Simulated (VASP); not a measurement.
Wanted: the native input for a VASP 6.6.1 run.

```yaml
Task: single point
Functional: PBE
Potentials_or_basis: VASP PAW PBE potentials, release 64 (Hg, C, F)
Cutoff: 520 eV
k_mesh: 3 × 3 × 3
Occupations: fermi-dirac, width 0.1 eV
Spin: no spin polarisation
Dipole_correction: no
Further_INCAR_settings: ALGO = Normal; EDIFF = 1e-06; NBANDS = 46
```

The structure of HgC4F6 lies in POSCAR:

```
HgC4F6
1.0
    6.3506480000      0.3667140000      1.1532940000
   -0.8941580000      4.5820920000      0.3809450000
    0.6591030000      0.1776900000      5.5786920000
Hg C F
1 4 6
Direct
    0.7121223961      0.5197013877      0.9556540974
    0.5348761102      0.7416549443      0.5250056552
    0.2381737432      0.1764543598     -0.0072303248
    0.1712897446      0.4838620865      0.3768307558
    0.8199163857      0.0925625775      0.5846358073
    0.5202249683      0.9570237391      0.1720547141
    0.8815224661      0.0733783159      0.1899216387
    0.1753076214      0.5226879537      0.7723673237
    0.8654891108      0.6259701447      0.3800339586
    0.1849553708      0.9078137278      0.4249099932
    0.4507531969      0.2040640239      0.5721557801
```

The input as run:

INCAR

```
  ALGO = Normal
  EDIFF = 1E-6
  ENCUT = 520
  GGA = PE
  ISIF = 2
  ISMEAR = -1
  LASPH = True
  LCHARG = False
  LREAL = False
  LWAVE = False
  NBANDS = 46
  NELM = 100
  PREC = Accurate
  SIGMA = 0.1
```

KPOINTS

```
k-points
0
Gamma
  3 3 3
```

Potentials or basis: VASP PAW PBE potentials, release 64 (Hg, C, F).

The run is started by

```console
$ cat potpaw_PBE.64/Hg/POTCAR potpaw_PBE.64/C/POTCAR potpaw_PBE.64/F/POTCAR > POTCAR
$ mpirun -np 1 vasp_std > vasp.out
```

It gave:

```json
{"Pressure": "-12.4 GPa", "Largest force": "2.917 eV/Å", "Band gap on the k mesh": "zero (band 35 reaches -0.78 eV, above the bottom of band 36 at -0.91 eV)"}
```

Caveat: the k points lie up to 0.45 Å⁻¹ apart; spin-orbit coupling is left out, which moves the levels of the heavy elements.

Run time: 2.1 min on 1 thread of Intel(R) Xeon(R) Platinum 8488C (Sapphire Rapids) (shared host), peak memory 0.3 GiB.
